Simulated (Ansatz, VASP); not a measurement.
**TiB2, level by level in two programs**

```xyz
3
Lattice="3.0292 0.0000 0.0000 -1.5146 2.6234 0.0000 0.0000 0.0000 3.2284" Properties=species:S:1:pos:R:3 pbc="T T T"
Ti    0.0000    0.0000    0.0000
B     1.5146    0.8745    1.6142
B     0.0000    1.7489    1.6142
```

Single points on this cell with VASP 6.6.1 and Ansatz 0.2.0. Each row is one pair of runs. Alike in all rows: spin: off; Ansatz's potentials, cutoff: Ansatz PAW, 420 eV.

```csv
level,k mesh,smearing,"VASP's potentials, cutoff","gap on the k mesh at the Fermi level (eV), VASP","gap on the k mesh at the Fermi level (eV), Ansatz","pressure (GPa), VASP","pressure (GPa), Ansatz"
PBE,10 × 10 × 8,"gaussian, width 0.011 eV","VASP PAW PBE potentials, release 64 (Ti_sv, B), 520 eV",none,none,0.5,0.3
LDA,10 × 10 × 8,"gaussian, width 0.1 eV","VASP PAW LDA potentials, release 64 (Ti_sv, B), 520 eV",none,none,-10.7,-11.2
PBE-based global hybrid,6 × 6 × 5,"fermi-dirac, width 0.05 eV","VASP PAW PBE potentials, release 64 (Ti_sv, B), 520 eV",?,none,?,-9.7
```

Fill in what VASP gave in row 3.

gap on the k mesh at the Fermi level (eV): none; pressure (GPa): -10.0.

A gap of «none» marks a metal or a gap that the smearing closes.

The k mesh is coarse in some rows, so the values compare programs but aren't converged.
